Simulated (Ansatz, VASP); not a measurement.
## Two plane-wave programs on Si3F2

```
CELL_PARAMETERS angstrom
1.60852 0.92868 7.45630
-1.60852 0.92868 7.45630
0.00000 -1.85736 7.45630
ATOMIC_POSITIONS crystal
Si 0.00000 0.00000 0.00000
Si 0.20950 0.20950 0.20950
Si 0.79050 0.79050 0.79050
F 0.40000 0.40000 0.40000
F 0.60000 0.60000 0.60000
```

Alike in both runs: task single point; functional PBE; k mesh 6 × 6 × 6; occupations gaussian, width 0.1 eV; collinear spin.

|  | VASP | Ansatz |
| --- | --- | --- |
| version | VASP 6.6.1 | Ansatz 0.2.0 |
| potentials or method | VASP PAW PBE potentials, release 64 (Si, F), cutoff 600 eV | scalar-relativistic, plane waves, PAW |
| valence electrons in the cell | 26 | 26 |

Ansatz gave:

* gap on the k mesh at the Fermi level (eV): none
* pressure (GPa): 16.8
* traceless stress, the component that is largest in VASP (GPa): 6.74
* rms of the force components (eV/Å): 1.084
* net moment per atom (μB): 0.00

Task: What did VASP give for the same quantities?

Result: gap on the k mesh at the Fermi level (eV): none; pressure (GPa): 16.7; traceless stress, the component that is largest in VASP (GPa): 6.66; rms of the force components (eV/Å): 1.085; net moment per atom (μB): 0.00.

Atom by atom the forces differ by 0.004 eV/Å (rms over components). A gap of «none» marks a metal or a gap that the smearing closes. With one functional, cell and mesh, what is left measures potentials, basis and numerics. Ansatz's warnings: seeded moment not kept.

The k mesh is coarse, so the values compare programs but aren't converged.
